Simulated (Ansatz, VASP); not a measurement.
**One calculation of Au, two programs**

Contents of INCAR:

```
SYSTEM = Au
PREC = Accurate ; ENCUT = 520
EDIFF = 1E-6 ; ISMEAR = -1
SIGMA = 0.08 ; LREAL = .False.
LASPH = .True. ; NELM = 80
ALGO = Normal ; ISIF = 2
LWAVE = .False. ; LCHARG = .True.
GGA = PE ; LELF = .True.
LVHAR = .True. ; NBANDS = 24
```

Contents of KPOINTS:

```
Automatic mesh
0
Gamma
  9 9 12
  0 0 0
```

The input POSCAR:

```
Au
1.0
    4.7568185335      0.0000000000      0.0000000000
   -2.3784092667      4.1195256912      0.0000000000
    0.0000000000      0.0000000000      2.8076515955
Au
3
Direct
    0.0000000000      0.0000000000      0.0000000000
    0.3333333333      0.6666666667      0.5000000000
    0.6666666667      0.3333333333      0.5000000000
```

Input for Ansatz:

```yaml
crystal:
  lattice:
    - [4.7568185335, 0.0, 0.0]
    - [-2.3784092667, 4.1195256912, 0.0]
    - [0.0, 0.0, 2.8076515955]
  atoms:
    - { symbol: Au, position: [0.0, 0.0, 0.0] }
    - { symbol: Au, position: [0.3333333333, 0.6666666667, 0.5] }
    - { symbol: Au, position: [0.6666666667, 0.3333333333, 0.5] }
kpoints:
  mp_grid: { grid: [9, 9, 12] }
  band_path:
    path:
      - [0.0, 0.0, 0.0]
      - [0.5, 0.0, 0.0]
      - [0.3333333333, 0.3333333333, 0.0]
      - [0.0, 0.0, 0.0]
      - [0.0, 0.0, 0.5]
      - [0.5, 0.0, 0.5]
      - [0.3333333333, 0.3333333333, 0.5]
      - [0.0, 0.0, 0.5]
      - [0.5, 0.0, 0.5]
    npoints: 14
scf:
  occupations: { method: fermi_dirac, width: 0.08 }
hamiltonian:
  xc: pbe
  pseudopotentials: { kind: all_electron, lapw: { basis_error: 0.001 } }
output:
  forces: true
  stress: true
  eigenvalues: true
  populations: true
  dos: { projected: true, de: 0.2, e_range: [-14, 8] }
```

Alike in both runs: task single point; functional PBE; k mesh 9 × 9 × 12; occupations fermi-dirac, width 0.08 eV; no spin polarisation.

|  | VASP | Ansatz |
| --- | --- | --- |
| version | VASP 6.6.1 | Ansatz 0.2.0 |
| potentials or method | VASP PAW PBE potentials, release 64 (Au), cutoff 520 eV | all-electron LAPW, scalar-relativistic |

VASP gave:

```
pressure (GPa) : -0.2
```

Task: Which values does Ansatz return?

Result: Pressure (GPa): 0.0.

Ansatz ran all-electron here, and VASP with PAW potentials.

Spin-orbit coupling is off throughout.
